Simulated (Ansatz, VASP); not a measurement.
One calculation of TaN, two programs

Contents of INCAR:

```
SYSTEM = TaN
PREC = Accurate ; ENCUT = 520
EDIFF = 1E-7 ; ISMEAR = 0
SIGMA = 0.15 ; LREAL = .False.
LASPH = .True. ; NELM = 100
ALGO = Normal ; ISIF = 2
LWAVE = .False. ; LCHARG = .False.
GGA = PS ; NBANDS = 15
```

Contents of KPOINTS:

```
regular mesh
0
Gamma
  12 12 12
  0 0 0
```

The input POSCAR:

```
TaN
1.0
    2.9239890448      0.0000000000      0.0000000000
   -1.4619945224      2.5322487932      0.0000000000
    0.0000000000      0.0000000000      2.8707276425
Ta N
1 1
Direct
    0.3333333333      0.6666666667      0.5000000000
    0.0000000000      0.0000000000      0.0000000000
```

Input for Ansatz:

```yaml
crystal:
  lattice:
    - [2.9239890448, 0.0, 0.0]
    - [-1.4619945224, 2.5322487932, 0.0]
    - [0.0, 0.0, 2.8707276426]
  atoms:
    - { symbol: Ta, position: [0.3333333333, 0.6666666667, 0.5] }
    - { symbol: "N", position: [0.0, 0.0, 0.0] }
basis:
  ecutwfc: 420
kpoints:
  mp_grid: { grid: [12, 12, 12] }
hamiltonian:
  xc: pbesol
scf:
  occupations: { method: gaussian, width: 0.15 }
output:
  forces: true
  stress: true
  eigenvalues: true
  write_density: true
  write_potential: true
  elf: true
  volumetric_format: npy
```

Alike in both runs: task single point; functional PBEsol; k mesh 12 × 12 × 12; occupations gaussian, width 0.15 eV; no spin polarisation.

|  | VASP | Ansatz |
| --- | --- | --- |
| version | VASP 6.6.1 | Ansatz 0.2.0 |
| potentials or method | VASP PAW PBE potentials, release 64 (Ta_pv, N), cutoff 520 eV | scalar-relativistic, plane waves, PAW |
| valence electrons in the cell | 16 | 18 |

VASP gave:

- gap on the k mesh at the Fermi level (eV): none
- pressure (GPa): 0.8
- traceless stress, the component that is largest in VASP (GPa): 0.19

Question: What did Ansatz give for the same quantities?

Answer: gap on the k mesh at the Fermi level (eV): none; pressure (GPa): 0.0; traceless stress, the component that is largest in VASP (GPa): 0.05.

VASP's potentials were made for PBE, not for PBEsol. A gap of «none» marks a metal or a gap that the smearing closes. VASP's potentials hold 16 valence electrons a cell and Ansatz's 18, so a difference there can come from the potentials and not from the codes.

Neither program's run includes spin-orbit coupling.
